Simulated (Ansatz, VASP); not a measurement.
## Two plane-wave programs on K

```
CELL_PARAMETERS angstrom
-2.66995 2.66995 2.66995
2.66995 -2.66995 2.66995
2.66995 2.66995 -2.66995
ATOMIC_POSITIONS crystal
K 0.00000 0.00000 0.00000
```

Alike in both runs: task single point; functional r2SCAN; k mesh 8 × 8 × 8; occupations methfessel-paxton of order 1, width 0.1 eV; no spin polarisation.

|  | VASP | Ansatz |
| --- | --- | --- |
| version | VASP 6.6.1 | Ansatz 0.2.0 |
| potentials or method | VASP PAW PBE potentials, release 64 (K_sv), cutoff 520 eV | plane waves (500 eV) with PAW, scalar-relativistic |
| valence electrons in the cell | 9 | 9 |

|  | VASP | Ansatz | Ansatz less VASP |
| --- | --- | --- | --- |
| pressure (GPa) | 0.0 | 0.0 | +0.03 |

VASP's potentials were made for PBE, not for r2SCAN.
